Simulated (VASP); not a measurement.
# Pb: relaxation of cell and atoms with PBE

Pb:

```
Pb
1.0
     3.50021    0.00000    0.00000
     1.75010    3.03127    0.00000
     1.75010    1.01042    2.85791
Pb
1
Cartesian
  0.0000 0.0000 0.0000
```

- Program: VASP 6.6.1
- Task: relaxation of cell and atoms
- Functional: PBE
- Potentials or basis: VASP PAW PBE potentials, release 64 (Pb_d)
- Cutoff: 500 eV
- k mesh: 8 × 8 × 8
- Occupations: methfessel-paxton, width 0.1 eV
- Spin: no spin polarisation
- Dipole correction: no
- Further INCAR settings: ALGO = Normal; EDIFF = 1e-07; IBRION = 2; EDIFFG = -0.01; NSW = 80; ISIF = 3

| Item | Value |
| --- | --- |
| Relaxed volume | 32.01 Å³/atom |
| Relaxed cell | a = 3.564 Å, b = 3.564 Å, c = 3.564 Å, α = 60.00°, β = 60.00°, γ = 60.00° |
| Space group after relaxing (to 0.05 Å) | Fm-3m (No. 225) |
| Energy gained by relaxing | 12.8 meV/atom |
| Ionic steps | 3 |
| Pressure after relaxing | 0.0 GPa |
| Band gap on the k mesh | zero (band 7 reaches 13.69 eV, above the bottom of band 8 at 5.43 eV) |

The path:
| step | energy change (eV) | largest force (eV/Å) | pressure (GPa) | volume (Å³) |
| --- | --- | --- | --- | --- |
| 1 | 0.0000 | 0.0000 | 2.57 | 30.32 |
| 2 | -0.0119 | 0.0000 | -0.62 | 32.51 |
| 3 | -0.0128 | 0.0000 | 0.01 | 32.01 |

Final structure:
```
CELL_PARAMETERS angstrom
3.56380 0.00000 0.00000
1.78190 3.08634 0.00000
1.78190 1.02878 2.90983
ATOMIC_POSITIONS crystal
Pb 0.00000 0.00000 0.00000
```

Levels at points of the mesh, in eV from the Fermi level:
```
           k point  band 3  band 4  band 5  band 6  band 7  band 8  band 9  band 10  band 11
(0.00, 0.00, 0.00)  -16.85  -16.74  -16.74  -11.22    7.18    7.18    7.18     9.90    10.84
(0.50, 0.00, 0.00)  -16.85  -16.62  -16.62   -7.90   -3.76    5.47    5.47     9.18     9.38
(0.50, 0.50, 0.00)  -16.63  -16.59  -16.59   -6.62   -2.88    2.17    2.17     5.41     6.66
```

Run time: 18 s on 1 thread of Intel(R) Xeon(R) Platinum 8488C (Sapphire Rapids), on a shared host, peak memory 0.16 GiB.

Caveat: spin-orbit coupling is left out, which moves the levels of the heavy elements. Zero-point motion and thermal expansion aren't in these numbers.
